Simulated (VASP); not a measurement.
# Si3Sn (Pm-3m) in VASP: further runs

Si3Sn is run at these levels: PBE; tasks: single point, relaxation of cell and atoms.

Everything below comes from runs of VASP 6.6.1. Logs are shortened: lines on timing, memory, paths and dates and some standing lists are left out, and cuts for length are marked.

### 1 The cell of the first run

Symmetry: Pm-3m, No. 221, cubic system. The conventional cell has a = 4.204 Å, b = 4.204 Å, c = 4.204 Å, α = 90.00°, β = 90.00°, γ = 90.00°. Si (site symmetry 4/mmm) has 8 Si at 2.97 Å and 4 Sn at 2.97 Å within 3.9 Å. Within 3.9 Å of Sn (site symmetry m-3m) lie 12 Si at 2.97 Å.

### 2 Single point, PBE

INCAR

```
SYSTEM = Si3Sn
PREC = Accurate
ENCUT = 520
EDIFF = 1E-6
ISMEAR = 0
SIGMA = 0.1
LREAL = .FALSE.
LASPH = .TRUE.
NELM = 100
ALGO = Normal
ISIF = 2
LWAVE = .FALSE.
LCHARG = .FALSE.
GGA = PE
NBANDS = 21
```

KPOINTS

```
regular mesh
0
G
  12 12 12
  0 0 0
```

POSCAR

```
Si3Sn
1.0
    4.2035421515      0.0000000000      0.0000000000
    0.0000000000      4.2035421515      0.0000000000
    0.0000000000      0.0000000000      4.2035421515
Si Sn
3 1
Direct
    0.0000000000      0.0000000000      0.5000000000
    0.5000000000      0.0000000000      0.0000000000
    0.0000000000      0.5000000000      0.0000000000
    0.5000000000      0.5000000000      0.5000000000
```

Potentials or basis: VASP PAW PBE potentials, release 64 (Si, Sn_d).

Run with:

```
$ cat potpaw_PBE.64/Si/POTCAR potpaw_PBE.64/Sn_d/POTCAR > POTCAR
$ mpirun -np 1 vasp_std > vasp.out
```

OUTCAR:

```text
SYSTEM = Si3Sn
   PREC = Accurate
   ENCUT = 520
   EDIFF = 1E-6
   ISMEAR = 0
   LREAL = .FALSE.
   LASPH = .TRUE.
   NELM = 100
   ISIF = 2
   GGA = PE

 ion  position               nearest neighbor table
   1  0.000  0.000  0.500-   2 2.97   3 2.97   4 2.97   2 2.97   3 2.97   3 2.97   4 2.97   3 2.97
                             2 2.97   4 2.97   2 2.97   4 2.97
   2  0.500  0.000  0.000-   1 2.97   3 2.97   4 2.97   1 2.97   4 2.97   3 2.97   4 2.97   4 2.97
                             1 2.97   3 2.97   1 2.97   3 2.97
   3  0.000  0.500  0.000-   1 2.97   2 2.97   4 2.97   1 2.97   4 2.97   1 2.97   2 2.97   1 2.97
                             2 2.97   4 2.97   4 2.97   2 2.97
   4  0.500  0.500  0.500-   1 2.97   2 2.97   3 2.97   2 2.97   3 2.97   1 2.97   2 2.97   2 2.97
                             1 2.97   3 2.97   3 2.97   1 2.97

  LATTYP: Found a simple cubic cell.
 ALAT       =     4.2035421515

  Lattice vectors:

 A1 = (   4.2035421515,   0.0000000000,   0.0000000000)
 A2 = (   0.0000000000,   4.2035421515,   0.0000000000)
 A3 = (   0.0000000000,   0.0000000000,   4.2035421515)

Analysis of symmetry for initial positions (statically):
=====================================================================
 Subroutine PRICEL returns:
 Original cell was already a primitive cell.

 Routine SETGRP: Setting up the symmetry group for a
 simple cubic supercell.

 Subroutine GETGRP returns: Found 48 space group operations
 (whereof 48 operations were pure point group operations)
 out of a pool of 48 trial point group operations.

The static configuration has the point symmetry O_h .

Analysis of symmetry for dynamics (positions and initial velocities):
=====================================================================
 Subroutine PRICEL returns:
 Original cell was already a primitive cell.

 Routine SETGRP: Setting up the symmetry group for a
 simple cubic supercell.

 Subroutine GETGRP returns: Found 48 space group operations
 (whereof 48 operations were pure point group operations)
 out of a pool of 48 trial point group operations.

The dynamic configuration has the point symmetry O_h .

 Subroutine INISYM returns: Found 48 space group operations
 (whereof 48 operations are pure point group operations),
 and found     1 'primitive' translations

----------------------------------------------------------------------------------------

                                     Primitive cell

[... 94 lines left out ...]
   EDIFF  = 0.1E-05   stopping-criterion for ELM
   LREAL  =      F    real-space projection
   EDIFFG = 0.1E-04   stopping-criterion for IOM
   NSW    =      0    number of steps for IOM
   IBRION =     -1    ionic relax: 0-MD 1-quasi-New 2-CG
   NFREE  =      0    steps in history (QN), initial steepest desc. (CG)
   ISIF   =      2    stress and relaxation
   ISYM   =      2    0-nonsym 1-usesym 2-fastsym
   POTIM  = 0.5000    time-step for ionic-motion
   TEBEG  =    0.0;   TEEND  =   0.0 temperature during run
   PSTRESS=    0.0 pullay stress
   NELECT =      26.0000    total number of electrons
   NUPDOWN=      -1.0000    fix difference up-down
   EMIN   =  10.00;   EMAX   =-10.00  energy-range for DOS
   EFERMI =   0.00;   METHOD = LEGACY
   ISMEAR =     0;   SIGMA  =   0.10  broadening in eV -4-tet -1-fermi 0-gaus
   EFERMI_NEDOS =   21; number of points for ismear=-14 and -15
   IALGO  =     38    algorithm
   IMIX   =      4    mixing-type and parameters
     AMIX     =   0.40;   BMIX     =  1.00
     AMIX_MAG =   1.60;   BMIX_MAG =  1.00
  volume/ion in A,a.u.               =      18.57       125.31
  Fermi-wavevector in a.u.,A,eV,Ry     =   1.153765  2.180299 18.111705  1.331173
  Thomas-Fermi vector in A             =   2.290406
   LORBIT       =      0    0 simple, 1 ext, 2 COOP (PROOUT), +10 PAW based schemes
   GGA     = PE    functional components
   LHFCALC =     F    Hartree Fock is set to
   AEXX    =    0.0000 exact exchange contribution
   IVDW    =     0    specifies the selected vdW correction
   LEPSILON=     F    determine dielectric tensor
   LRPA    =     F    only Hartree local field effects (RPA)
 non-spin polarized calculation
 Gauss-broadening in eV      SIGMA  =   0.10
  energy-cutoff  :      520.00
  volume of cell :       74.28
 maximum number of plane-waves:      2017
 NGX is ok and might be reduce to    32
   NGX = 15   NGY = 15   NGZ = 15

 number of electron      25.9999992 magnetization

 Free energy of the ion-electron system (eV)
  ---------------------------------------------------
  ext. energy  EPLUGINS =         0.00000000
  ---------------------------------------------------
  free energy    TOTEN  =       -17.60192766 eV

  energy without entropy =      -17.59284381  energy(sigma->0) =      -17.59738574

 E-fermi :   8.7665     XC(G=0): -10.7332

 val. band max:        8.7410703386   @ k =   0.3333   0.3333   0.0000
 cond. band min:       8.7844637408   @ k =   0.5000   0.0833   0.0833
 fundamental gap:      0.0433934022
 Fermi energy:         8.7664760818

 k-point     1 :       0.0000    0.0000    0.0000
  band No.  band energies     occupation
      1     -12.7731      2.00000
      2     -12.7731      2.00000
      3     -12.7580      2.00000
      4     -12.7580      2.00000
      5     -12.7580      2.00000
      6      -4.0581      2.00000
[... 565 lines left out ...]
     20      13.5283      0.00000
     21      16.4446      0.00000

 [... further k-points ...]

------------------------ aborting loop because EDIFF is reached ----------------------------------------

  FORCE on cell =-STRESS in cart. coord.  units (eV):
  Direction    XX          YY          ZZ          XY          YZ          ZX
  --------------------------------------------------------------------------------------
  -------------------------------------------------------------------------------------
  Total       -0.0375645     -0.0375645     -0.0375645     -0.0000000     -0.0000000      0.0000000
  in kB       -0.8102936     -0.8102936     -0.8102936     -0.0000000     -0.0000000      0.0000000
  external PRESSURE =      -0.8102936 kB  Pullay stress =       0.0000000 kB

 VOLUME and BASIS-vectors are now :
 -----------------------------------------------------------------------------
  energy-cutoff  :      520.00
  volume of cell :       74.28
      direct lattice vectors                 reciprocal lattice vectors
     4.203542151  0.000000000  0.000000000     0.237894605  0.000000000  0.000000000
     0.000000000  4.203542151  0.000000000     0.000000000  0.237894605  0.000000000
     0.000000000  0.000000000  4.203542151     0.000000000  0.000000000  0.237894605

 POSITION                                       TOTAL-FORCE (eV/Angst)
 -----------------------------------------------------------------------------------
      0.00000      0.00000      2.10177         0.000000      0.000000      0.000000
      2.10177      0.00000      0.00000         0.000000      0.000000      0.000000
      0.00000      2.10177      0.00000         0.000000      0.000000      0.000000
      2.10177      2.10177      2.10177         0.000000      0.000000      0.000000
 -----------------------------------------------------------------------------------
    total drift:                                0.000000      0.000000     -0.000000

  FREE ENERGIE OF THE ION-ELECTRON SYSTEM (eV)
  ---------------------------------------------------
  free  energy   TOTEN  =       -17.6019276612 eV

  energy  without entropy=      -17.5928438144  energy(sigma->0) =      -17.59738574
```

It took 45 s on 1 thread of Intel Xeon Platinum 8559C (Emerald Rapids), shared host; peak memory 0.25 GiB.

Results:

```yaml
Free_energy: -17.6019 eV
Pressure: -0.1 GPa
Band_gap_on_the_k_mesh: zero (band 13 reaches 10.79 eV, above the bottom of band 14 at 7.95 eV)
```

Levels at points of the mesh, in eV from the Fermi level:
```csv
k point,band 9,band 10,band 11,band 12,band 13,band 14,band 15,band 16,band 17,band 18
"(0.00, 0.00, 0.00)",-4.50,-4.50,-4.50,-4.14,2.02,2.02,2.02,3.13,3.13,3.13
"(0.50, 0.00, 0.00)",-3.28,-2.44,-2.44,-2.36,-2.36,-0.82,-0.79,4.25,4.25,4.39
"(0.50, 0.50, 0.00)",-8.43,-0.57,-0.48,-0.48,-0.46,-0.40,-0.40,0.03,0.27,5.69
"(0.50, 0.50, 0.50)",-7.05,-5.87,-5.87,-5.87,-5.59,6.04,6.04,6.04,6.43,6.43
```

Caveat: spin-orbit coupling is left out, which moves the levels of the heavy elements.

### 3 Relaxation of cell and atoms, PBE

This run uses another cell than the first one, of 18.41 Å³/atom, 0.992 times its volume.

INCAR

```
SYSTEM = Si3Sn
ALGO     = Normal         ! electronic algorithm
EDIFF    = 1E-6           ! SCF threshold, eV
EDIFFG   = -0.01          ! ionic threshold
ENCUT    = 600            ! plane-wave cutoff, eV
GGA      = PE             ! functional
IBRION   = 2              ! ionic algorithm
ISIF     = 3              ! what is computed and relaxed
ISMEAR   = 0              ! smearing method
LASPH    = .TRUE.         ! aspherical terms in the spheres
LCHARG   = .FALSE.        ! write CHGCAR
LREAL    = .FALSE.        ! projectors in reciprocal space
LWAVE    = .FALSE.        ! write WAVECAR
NELM     = 100            ! most SCF steps
NSW      = 100            ! ionic steps
PREC     = Accurate       ! precision mode
SIGMA    = 0.1            ! smearing width, eV
```

KPOINTS

```
k-points
0
G
  12 12 12
  0 0 0
```

POSCAR

```
Si3Sn
1.0
    4.1918899100      0.0000000000      0.0000000000
    0.0000000000      4.1918899100      0.0000000000
    0.0000000000      0.0000000000      4.1918899100
Si Sn
3 1
Direct
    0.0000000000      0.0000000000      0.5000000000
    0.5000000000      0.0000000000      0.0000000000
    0.0000000000      0.5000000000      0.0000000000
    0.5000000000      0.5000000000      0.5000000000
```

Potentials or basis: VASP PAW PBE potentials, release 64 (Si, Sn_d).

Run with:

```
$ cat potpaw_PBE.64/Si/POTCAR potpaw_PBE.64/Sn_d/POTCAR > POTCAR
$ mpirun -np 1 vasp_std > vasp.out
```

It took 2.4 min on 1 thread of Intel Xeon Platinum 8559C (Emerald Rapids), shared host; peak memory 0.29 GiB.

Results (log left out):

* Free energy: -17.6021 eV
* Relaxed volume: 18.58 Å³/atom
* Relaxed cell: a = 4.204 Å, b = 4.204 Å, c = 4.204 Å, α = 90.00°, β = 90.00°, γ = 90.00°
* Space group after relaxing (to 0.05 Å): Pm-3m (No. 221)
* Energy gained by relaxing: 0.3 meV/atom
* Ionic steps: 2
* Pressure after relaxing: 0.0 GPa
* Band gap on the k mesh: zero (band 13 reaches 10.78 eV, above the bottom of band 14 at 7.94 eV)

The path:
```csv
step,energy change (eV),largest force (eV/Å),pressure (GPa),volume (Å³)
1,0.0000,0.0000,0.54,73.66
2,-0.0010,0.0000,-0.02,74.32
```

Final structure:
```cif
data_structure
_symmetry_space_group_name_H-M 'P 1'
_symmetry_Int_Tables_number 1
_cell_length_a 4.2044
_cell_length_b 4.2044
_cell_length_c 4.2044
_cell_angle_alpha 90.000
_cell_angle_beta 90.000
_cell_angle_gamma 90.000
_cell_volume 74.32
loop_
_atom_site_label
_atom_site_type_symbol
_atom_site_fract_x
_atom_site_fract_y
_atom_site_fract_z
_atom_site_occupancy
Si1 Si 0.00000 0.00000 0.50000 1
Si2 Si 0.50000 0.00000 0.00000 1
Si3 Si 0.00000 0.50000 0.00000 1
Sn1 Sn 0.50000 0.50000 0.50000 1
```

Levels at points of the mesh, in eV from the Fermi level:
```tsv
k point	band 9	band 10	band 11	band 12	band 13	band 14	band 15	band 16	band 17
(0.00, 0.00, 0.00)	-4.49	-4.49	-4.49	-4.14	2.02	2.02	2.02	3.13	3.13
(0.50, 0.00, 0.00)	-3.28	-2.44	-2.44	-2.36	-2.36	-0.81	-0.79	4.25	4.26
(0.50, 0.50, 0.00)	-8.43	-0.57	-0.48	-0.48	-0.47	-0.40	-0.40	0.03	0.27
(0.50, 0.50, 0.50)	-7.05	-5.86	-5.86	-5.86	-5.59	6.03	6.03	6.03	6.43
```

Caveat: spin-orbit coupling is left out, which moves the levels of the heavy elements.

(Continued in part 2 of 2.)
